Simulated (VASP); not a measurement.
Sb, 2 atoms in the cell. The structure is cubic, space group Fm-3m (No. 225). Conventional cell: a = 4.792 Å, b = 4.792 Å, c = 4.792 Å, α = 90.00°, β = 90.00°, γ = 90.00°. Within 4.5 Å of Sb (site symmetry m-3m) lie 12 Sb at 3.39 Å. This isn't the form of Sb at room conditions, which is rhombohedral.

- Program: VASP 6.6.1
- Task: single point
- Functional: PBE
- Potentials or basis: VASP PAW PBE potentials, release 64 (Sb)
- Cutoff: 520 eV
- k mesh: 10 × 7 × 10
- Occupations: fermi-dirac, width 0.08 eV
- Spin: no spin polarisation
- Dipole correction: no
- Further INCAR settings: ALGO = Normal; EDIFF = 1e-06; NBANDS = 12

Potentials or basis: VASP PAW PBE potentials, release 64 (Sb).

The run is started by

```bash
$ cat potpaw_PBE.64/Sb/POTCAR > POTCAR
$ mpirun -np 1 vasp_std > vasp.out
```

Hardware: 1 thread of AMD EPYC 9R45 96-Core Processor (Zen 5) (shared host).

**Question.** How long does it take, and how much memory?

**Answer.** It took 17 s on 1 thread of AMD EPYC 9R45 96-Core Processor (Zen 5), on a shared host, peak memory 0.17 GiB. Counts: scf iterations 9, k points 84.
